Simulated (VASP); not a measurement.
# CsBr (Pm-3m) in VASP: relaxation of cell and atoms with PBE

Aim: the relaxation of cell and atoms of CsBr with PBE.

Program: VASP 6.6.1. These are calculated values, not measurements. Logs are shortened: lines on timing, memory, paths and dates and some standing lists are left out, and cuts for length are marked.

**1. The cell of the first run**

Symmetry: Pm-3m, No. 221, cubic system. The conventional cell has a = 4.326 Å, b = 4.326 Å, c = 4.326 Å, α = 90.00°, β = 90.00°, γ = 90.00°. Within 4.9 Å of Cs (site symmetry m-3m) lie 8 Br at 3.75 Å and 6 Cs at 4.33 Å. Within 4.9 Å of Br (site symmetry m-3m) lie 8 Cs at 3.75 Å and 6 Br at 4.33 Å.

**2. Relaxation of cell and atoms, PBE**

INCAR

```
SYSTEM = CsBr
PREC     = Accurate       ! precision mode
ENCUT    = 500            ! plane-wave cutoff, eV
EDIFF    = 1E-7           ! SCF threshold, eV
ISMEAR   = 0              ! smearing method
SIGMA    = 0.02           ! smearing width, eV
LREAL    = .False.        ! projectors in reciprocal space
LASPH    = .True.         ! aspherical terms in the spheres
NELM     = 120            ! most SCF steps
ALGO     = Normal         ! electronic algorithm
ISIF     = 3              ! what is computed and relaxed
LWAVE    = .False.        ! write WAVECAR
LCHARG   = .False.        ! write CHGCAR
GGA      = PE             ! functional
IBRION   = 2              ! ionic algorithm
NSW      = 100            ! ionic steps
EDIFFG   = -0.005         ! ionic threshold
GGA_COMPAT= .False.      
NELMIN   = 4
```

KPOINTS

```
regular mesh
0
Gamma
  6 6 6
  0 0 0
```

POSCAR

```
CsBr
1.0
    4.3256222200      0.0000000000      0.0000000000
    0.0000000000      4.3256222200      0.0000000000
    0.0000000000      0.0000000000      4.3256222200
Cs Br
1 1
Direct
    0.0000000000      0.0000000000      0.0000000000
    0.5000000000      0.5000000000      0.5000000000
```

Potentials or basis: VASP PAW PBE potentials, release 64 (Cs_sv, Br).

Launch:

```sh
cat potpaw_PBE.64/Cs_sv/POTCAR potpaw_PBE.64/Br/POTCAR > POTCAR
mpirun -np 1 vasp_std > vasp.out
```

OUTCAR:

```text
SYSTEM = CsBr
   PREC = Accurate
   ENCUT = 500
   EDIFF = 1E-7
   ISMEAR = 0
   LREAL = .False.
   LASPH = .True.
   NELM = 120
   ISIF = 3
   GGA = PE
   IBRION = 2
   NSW = 100
   EDIFFG = -0.005
   NELMIN = 4

 ion  position               nearest neighbor table
   1  0.000  0.000  0.000-
   2  0.500  0.500  0.500-

  LATTYP: Found a simple cubic cell.
 ALAT       =     4.3256222200

  Lattice vectors:

 A1 = (   4.3256222200,   0.0000000000,   0.0000000000)
 A2 = (   0.0000000000,   4.3256222200,   0.0000000000)
 A3 = (   0.0000000000,   0.0000000000,   4.3256222200)

Analysis of symmetry for initial positions (statically):
=====================================================================
 Subroutine PRICEL returns:
 Original cell was already a primitive cell.

 Routine SETGRP: Setting up the symmetry group for a
 simple cubic supercell.

 Subroutine GETGRP returns: Found 48 space group operations
 (whereof 48 operations were pure point group operations)
 out of a pool of 48 trial point group operations.

The static configuration has the point symmetry O_h .

Analysis of symmetry for dynamics (positions and initial velocities):
=====================================================================
 Subroutine PRICEL returns:
 Original cell was already a primitive cell.

 Routine SETGRP: Setting up the symmetry group for a
 simple cubic supercell.

 Subroutine GETGRP returns: Found 48 space group operations
 (whereof 48 operations were pure point group operations)
 out of a pool of 48 trial point group operations.

The dynamic configuration has the point symmetry O_h .

 Subroutine INISYM returns: Found 48 space group operations
 (whereof 48 operations are pure point group operations),
 and found     1 'primitive' translations

----------------------------------------------------------------------------------------

                                     Primitive cell

  volume of cell :      80.9368

  direct lattice vectors                    reciprocal lattice vectors
     4.325622220  0.000000000  0.000000000     0.231180614  0.000000000  0.000000000
     0.000000000  4.325622220  0.000000000     0.000000000  0.231180614  0.000000000
     0.000000000  0.000000000  4.325622220     0.000000000  0.000000000  0.231180614

  length of vectors
     4.325622220  4.325622220  4.325622220     0.231180614  0.231180614  0.231180614

  position of ions in fractional coordinates (direct lattice)
     0.000000000  0.000000000  0.000000000
     0.500000000  0.500000000  0.500000000

  ion indices of the primitive-cell ions
   primitive index   ion index
                 1           1
                 2           2

----------------------------------------------------------------------------------------

 KPOINTS: regular mesh

Automatic generation of k-mesh.
 Grid dimensions read from file:
 generate k-points for:    6    6    6

 Generating k-lattice:

  Cartesian coordinates                     Fractional coordinates (reciprocal lattice)
     0.038530102  0.000000000  0.000000000     0.166666667  0.000000000  0.000000000
     0.000000000  0.038530102  0.000000000     0.000000000  0.166666667  0.000000000
     0.000000000  0.000000000  0.038530102     0.000000000  0.000000000  0.166666667

  Length of vectors
     0.038530102  0.038530102  0.038530102

  Shift w.r.t. Gamma in fractional coordinates (k-lattice)
     0.000000000  0.000000000  0.000000000

 Subroutine IBZKPT returns following result:
 ===========================================

 Found     20 irreducible k-points:

 Following reciprocal coordinates:
            Coordinates               Weight
  0.000000  0.000000  0.000000      1.000000
  0.166667  0.000000  0.000000      6.000000
  0.333333  0.000000  0.000000      6.000000
  0.500000  0.000000  0.000000      3.000000
  0.166667  0.166667  0.000000     12.000000
  0.333333  0.166667  0.000000     24.000000
[... 12 lines left out ...]
  0.500000  0.500000  0.333333      6.000000
  0.500000  0.500000  0.500000      1.000000
   k-points           NKPTS =     20   k-points in BZ     NKDIM =     20   number of bands    NBANDS=     12
   number of dos      NEDOS =    301   number of ions     NIONS =      2
   total plane-waves  NPLWV =  32768
   dimension x,y,z NGX =    32 NGY =   32 NGZ =   32
   dimension x,y,z NGXF=    64 NGYF=   64 NGZF=   64
   ions per type =               1   1
   NGX,Y,Z   is equivalent  to a cutoff of  12.30, 12.30, 12.30 a.u.
   NGXF,Y,Z  is equivalent  to a cutoff of  24.60, 24.60, 24.60 a.u.
 SYSTEM =  CsBr
   PREC   = accura    normal or accurate (medium, high low for compatibility)
   ISTART =      0    job   : 0-new  1-cont  2-samecut
   ICHARG =      2    charge: 1-file 2-atom 10-const
   ISPIN  =      1    spin polarized calculation?
   LNONCOLLINEAR =      F non collinear calculations
   LSORBIT =      F    spin-orbit coupling
   LASPH  =      T    aspherical Exc in radial PAW
   ENCUT  =  500.0 eV  36.75 Ry    6.06 a.u.   7.89  7.89  7.89*2*pi/ulx,y,z
   NELM   =    120;   NELMIN=  4; NELMDL= -5     # of ELM steps
   EDIFF  = 0.1E-06   stopping-criterion for ELM
   LREAL  =      F    real-space projection
   EDIFFG = -.5E-02   stopping-criterion for IOM
   NSW    =    100    number of steps for IOM
   IBRION =      2    ionic relax: 0-MD 1-quasi-New 2-CG
   NFREE  =      1    steps in history (QN), initial steepest desc. (CG)
   ISIF   =      3    stress and relaxation
   ISYM   =      2    0-nonsym 1-usesym 2-fastsym
   POTIM  = 0.5000    time-step for ionic-motion
   TEBEG  =    0.0;   TEEND  =   0.0 temperature during run
   PSTRESS=    0.0 pullay stress
   NELECT =      16.0000    total number of electrons
   NUPDOWN=      -1.0000    fix difference up-down
   EMIN   =  10.00;   EMAX   =-10.00  energy-range for DOS
   EFERMI =   0.00;   METHOD = LEGACY
   ISMEAR =     0;   SIGMA  =   0.02  broadening in eV -4-tet -1-fermi 0-gaus
   EFERMI_NEDOS =   21; number of points for ismear=-14 and -15
   IALGO  =     38    algorithm
   IMIX   =      4    mixing-type and parameters
     AMIX     =   0.40;   BMIX     =  1.00
     AMIX_MAG =   1.60;   BMIX_MAG =  1.00
  volume/ion in A,a.u.               =      40.47       273.09
  Fermi-wavevector in a.u.,A,eV,Ry     =   0.953673  1.802181 12.374397  0.909493
  Thomas-Fermi vector in A             =   2.082350
   LORBIT       =      0    0 simple, 1 ext, 2 COOP (PROOUT), +10 PAW based schemes
   GGA     = PE    functional components
   LHFCALC =     F    Hartree Fock is set to
   AEXX    =    0.0000 exact exchange contribution
   IVDW    =     0    specifies the selected vdW correction
   LEPSILON=     F    determine dielectric tensor
   LRPA    =     F    only Hartree local field effects (RPA)
 conjugate gradient relaxation of ions
 non-spin polarized calculation
 Gauss-broadening in eV      SIGMA  =   0.02
  energy-cutoff  :      500.00
  volume of cell :       80.94
 maximum number of plane-waves:      2103
 NGX is ok and might be reduce to    32
   NGX = 15   NGY = 15   NGZ = 15

--------------------------------------- Ionic step        1  -------------------------------------------

 number of electron      16.0000002 magnetization

 Free energy of the ion-electron system (eV)
  ---------------------------------------------------
  ext. energy  EPLUGINS =         0.00000000
  ---------------------------------------------------
  free energy    TOTEN  =        -6.01661625 eV

  energy without entropy =       -6.01661625  energy(sigma->0) =       -6.01661625

------------------------ aborting loop because EDIFF is reached ----------------------------------------

  FORCE on cell =-STRESS in cart. coord.  units (eV):
  Direction    XX          YY          ZZ          XY          YZ          ZX
  --------------------------------------------------------------------------------------
  -------------------------------------------------------------------------------------
  Total        0.3259622      0.3259622      0.3259622      0.0000000     -0.0000000     -0.0000000
  in kB        6.4525601      6.4525601      6.4525601      0.0000000     -0.0000000     -0.0000000
  external PRESSURE =       6.4525601 kB  Pullay stress =       0.0000000 kB

 VOLUME and BASIS-vectors are now :
 -----------------------------------------------------------------------------
  energy-cutoff  :      500.00
  volume of cell :       80.94
      direct lattice vectors                 reciprocal lattice vectors
     4.325622220  0.000000000  0.000000000     0.231180614  0.000000000  0.000000000
     0.000000000  4.325622220  0.000000000     0.000000000  0.231180614  0.000000000
     0.000000000  0.000000000  4.325622220     0.000000000  0.000000000  0.231180614

 POSITION                                       TOTAL-FORCE (eV/Angst)
 -----------------------------------------------------------------------------------
      0.00000      0.00000      0.00000         0.000000      0.000000      0.000000
      2.16281      2.16281      2.16281         0.000000      0.000000      0.000000
 -----------------------------------------------------------------------------------
    total drift:                                0.000000      0.000000     -0.000000

  FREE ENERGIE OF THE ION-ELECTRON SYSTEM (eV)
  ---------------------------------------------------
  free  energy   TOTEN  =        -6.0166162503 eV
[... 53 lines left out ...]
 VOLUME and BASIS-vectors are now :
 -----------------------------------------------------------------------------
  energy-cutoff  :      500.00
  volume of cell :       85.05
      direct lattice vectors                 reciprocal lattice vectors
     4.397632604  0.000000000 -0.000000000     0.227395076  0.000000000  0.000000000
     0.000000000  4.397632604 -0.000000000     0.000000000  0.227395076  0.000000000
    -0.000000000 -0.000000000  4.397632604     0.000000000  0.000000000  0.227395076

 POSITION                                       TOTAL-FORCE (eV/Angst)
 -----------------------------------------------------------------------------------
      0.00000      0.00000      0.00000         0.000000      0.000000      0.000000
      2.19882      2.19882      2.19882        -0.000000     -0.000000      0.000000
 -----------------------------------------------------------------------------------
    total drift:                                0.000000      0.000000     -0.000000

  FREE ENERGIE OF THE ION-ELECTRON SYSTEM (eV)
  ---------------------------------------------------
  free  energy   TOTEN  =        -6.0239794551 eV

  energy  without entropy=       -6.0239794551  energy(sigma->0) =       -6.02397946

--------------------------------------- Ionic step        4  -------------------------------------------

 number of electron      16.0000003 magnetization

 Free energy of the ion-electron system (eV)
  ---------------------------------------------------
  ext. energy  EPLUGINS =         0.00000000
  ---------------------------------------------------
  free energy    TOTEN  =        -6.02400952 eV

  energy without entropy =       -6.02400952  energy(sigma->0) =       -6.02400952

 E-fermi :  -0.5357     XC(G=0):  -7.7484

 val. band max:       -0.6394424751   @ k =   0.5000   0.5000   0.0000
 cond. band min:       3.5941684320   @ k =   0.0000   0.0000   0.0000
 fundamental gap:      4.2336109071
 Fermi energy:        -0.5357078714

 k-point     1 :       0.0000    0.0000    0.0000
  band No.  band energies     occupation
      1     -20.5413      2.00000
      2     -12.9299      2.00000
      3      -7.1632      2.00000
      4      -7.1632      2.00000
      5      -7.1632      2.00000
      6      -0.6638      2.00000
      7      -0.6638      2.00000
      8      -0.6638      2.00000
      9       3.5942      0.00000
     10       4.3281      0.00000
     11       4.3281      0.00000
     12       8.2334      0.00000

 k-point     2 :       0.1667    0.0000    0.0000
  band No.  band energies     occupation
      1     -20.5317      2.00000
      2     -12.9302      2.00000
      3      -7.2531      2.00000
      4      -7.1437      2.00000
      5      -7.1437      2.00000
      6      -1.0225      2.00000
      7      -0.7014      2.00000
      8      -0.7014      2.00000
      9       4.1952      0.00000
     10       4.4930      0.00000
     11       4.8688      0.00000
     12       8.0894      0.00000
[... 281 lines left out ...]
 VOLUME and BASIS-vectors are now :
 -----------------------------------------------------------------------------
  energy-cutoff  :      500.00
  volume of cell :       84.81
      direct lattice vectors                 reciprocal lattice vectors
     4.393488135  0.000000000 -0.000000000     0.227609582  0.000000000  0.000000000
     0.000000000  4.393488135 -0.000000000     0.000000000  0.227609582  0.000000000
    -0.000000000 -0.000000000  4.393488135     0.000000000  0.000000000  0.227609582

 POSITION                                       TOTAL-FORCE (eV/Angst)
 -----------------------------------------------------------------------------------
      0.00000      0.00000      0.00000         0.000000      0.000000      0.000000
      2.19674      2.19674      2.19674        -0.000000     -0.000000      0.000000
 -----------------------------------------------------------------------------------
    total drift:                                0.000000      0.000000     -0.000000

  FREE ENERGIE OF THE ION-ELECTRON SYSTEM (eV)
  ---------------------------------------------------
  free  energy   TOTEN  =        -6.0240095207 eV

  energy  without entropy=       -6.0240095207  energy(sigma->0) =       -6.02400952

 reached required accuracy - stopping structural energy minimisation
```

Run time: 19 s. Hardware: 1 thread of Intel Xeon 6975P-C (Granite Rapids), shared host; peak memory 0.18 GiB.

Results:

* Free energy: -6.0240 eV
* Relaxed volume: 42.40 Å³/atom
* Relaxed cell: a = 4.393 Å, b = 4.393 Å, c = 4.393 Å, α = 90.00°, β = 90.00°, γ = 90.00°
* Space group after relaxing (to 0.05 Å): Pm-3m (No. 221)
* Energy gained by relaxing: 3.7 meV/atom
* Ionic steps: 4
* Pressure after relaxing: 0.0 GPa
* Band gap on the k mesh: 4.23 eV, indirect (least direct gap 4.26 eV)

Step by step:
| step | energy change (eV) | largest force (eV/Å) | pressure (GPa) | volume (Å³) |
| --- | --- | --- | --- | --- |
| 1 | 0.0000 | 0.0000 | 0.65 | 80.94 |
| 2 | -0.0056 | 0.0000 | 0.30 | 82.86 |
| 3 | -0.0074 | 0.0000 | -0.04 | 85.05 |
| 4 | -0.0074 | 0.0000 | 0.00 | 84.81 |

Final structure:
```
Cs Br
1.0
     4.39349    0.00000    0.00000
     0.00000    4.39349    0.00000
     0.00000    0.00000    4.39349
Cs Br
1 1
Direct
  0.00000 0.00000 0.00000
  0.50000 0.50000 0.50000
```

Caveat: spin-orbit coupling is left out, which moves the levels of the heavy elements.
